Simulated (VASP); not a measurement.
Crystal: Cu.

```xyz
1
Lattice="-1.3057 1.3057 1.7606 1.3057 -1.3057 1.7606 1.3057 1.3057 -1.7606" Properties=species:S:1:pos:R:3 pbc="T T T"
Cu    0.0000    0.0000    0.0000
```

- Program: VASP 6.6.1
- Task: relaxation of cell and atoms
- Functional: PBE
- Potentials or basis: VASP PAW PBE potentials, release 64 (Cu)
- Cutoff: 600 eV
- k mesh: 30 × 30 × 30
- Occupations: gaussian, width 0.1 eV
- Spin: no spin polarisation

At the start: pressure 0.0 GPa; volume 12.01 Å³/atom.

Task: How do energy, volume and symmetry change on relaxing?

Result: Over 8 steps the energy falls by 2.8 meV/atom; space group Fm-3m (No. 225, to 0.05 Å).

The path:
| step | energy change (eV) | largest force (eV/Å) | pressure (GPa) | volume (Å³) |
| --- | --- | --- | --- | --- |
| 1 | 0.0000 | 0.0000 | 0.04 | 12.01 |
| 2 | -0.0008 | 0.0000 | 0.01 | 12.01 |
| 3 | -0.0024 | 0.0000 | -0.19 | 12.02 |
| 4 | -0.0016 | 0.0000 | -0.25 | 12.03 |
| 5 | -0.0028 | 0.0000 | -0.24 | 12.03 |
| 6 | -0.0028 | 0.0000 | -0.30 | 12.03 |
| 7 | -0.0027 | 0.0000 | 0.62 | 11.95 |
| 8 | -0.0028 | 0.0000 | 0.09 | 12.00 |

Final structure:
```
Cu
1.0
    -1.28467    1.28467    1.81772
     1.28467   -1.28467    1.81772
     1.28467    1.28467   -1.81772
Cu
1
Direct
  0.00000 0.00000 0.00000
```
